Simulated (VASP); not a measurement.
Set up this calculation in VASP 6.6.1, as the native input.

- Task: single point
- Functional: PBE
- Potentials or basis: VASP PAW PBE potentials, release 64 (Cu_sv_GW, O)
- Cutoff: 820 eV
- k mesh: 14 × 14 × 14
- Occupations: gaussian, width 0.1 eV
- Spin: no spin polarisation
- Hubbard terms: Cu d U = 4.0 eV
- Dipole correction: no
- Further INCAR settings: ALGO = Normal; EDIFF = 1e-06; NBANDS = 22

The structure of CuO2 lies in POSCAR:

```
CuO2
1.0
    0.0000000000      2.2689453019      2.2689453019
    2.2689453019      0.0000000000      2.2689453019
    2.2689453019      2.2689453019      0.0000000000
Cu O
1 2
Direct
    0.0000000000      0.0000000000      0.0000000000
    0.2500000000      0.2500000000      0.2500000000
    0.7500000000      0.7500000000      0.7500000000
```

These files were run (other wordings do the same):

INCAR

```
ALGO = Normal
EDIFF = 1E-6
ENCUT = 820
GGA = PE
GGA_COMPAT = False
ISIF = 2
ISMEAR = 0
LASPH = True
LCHARG = False
LDAU = True
LDAUJ = 0 0
LDAUL = 2 -1
LDAUPRINT = 1
LDAUTYPE = 2
LDAUU = 4 0
LMAXMIX = 4
LREAL = False
LWAVE = False
NBANDS = 22
NELM = 200
PREC = Accurate
SIGMA = 0.1
```

KPOINTS

```
k-points
0
Gamma
  14 14 14
```

Potentials or basis: VASP PAW PBE potentials, release 64 (Cu_sv_GW, O).

Launch:

```bash
$ cat potpaw_PBE.64/Cu_sv_GW/POTCAR potpaw_PBE.64/O/POTCAR > POTCAR
$ mpirun -np 1 vasp_std > vasp.out
```

Results of the run:

The pressure is 49.2 GPa and the band gap on the k mesh is zero (an odd number of electrons rules out a gap without spin polarisation).

Caveat: the cell stands under pressure; an odd number of electrons without spin polarisation forces a metal; a magnetic or distorted state may lie lower; U without spin polarisation on a metal has little footing.

It took 110 s on 1 thread of Intel(R) Xeon(R) Platinum 8488C (Sapphire Rapids), with other jobs on the host, peak memory 0.26 GiB.
